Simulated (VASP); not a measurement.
Here is a VASP 6.6.1 calculation.

POSCAR

```
Ir
1.0
    0.0000000000      1.9220887788      1.9220887788
    1.9220887788      0.0000000000      1.9220887788
    1.9220887788      1.9220887788      0.0000000000
Ir
1
Direct
    0.0000000000      0.0000000000      0.0000000000
```

File INCAR.step1:

```
  PREC = Accurate
  ENCUT = 550
  ISMEAR = 0
  SIGMA = 0.1
  LREAL = False
  LASPH = True
  NELM = 120
  NBANDS = 14
  GGA = PE
  ALGO = Normal
  EDIFF = 1E-5
  LWAVE = True
  LCHARG = False
  GGA_COMPAT = False
```

The input INCAR.step2:

```
  PREC = Accurate
  ENCUT = 550
  EDIFF = 1E-6
  ISMEAR = 0
  SIGMA = 0.1
  LREAL = False
  LASPH = True
  NELM = 120
  ALGO = Normal
  ISIF = 2
  LWAVE = False
  LCHARG = True
  METAGGA = R2SCAN
  LMIXTAU = True
  LELF = True
  LVHAR = True
  NBANDS = 14
  ISTART = 1
  GGA_COMPAT = False
```

Contents of KPOINTS:

```
regular mesh
0
Gamma
  18 18 18
```

Potentials or basis: VASP PAW PBE potentials, release 64 (Ir_sv_GW).

Launch:

```console
$ cat potpaw_PBE.64/Ir_sv_GW/POTCAR > POTCAR
$ cp INCAR.step1 INCAR
$ mpirun -np 1 vasp_std > vasp.out
$ cp INCAR.step2 INCAR
$ mpirun -np 1 vasp_std > vasp.out
```

Question: Estimate the pressure.

Answer: -2.2 GPa.

Caveat: the PAW data sets were made with another functional, which shifts forces and pressure a little.
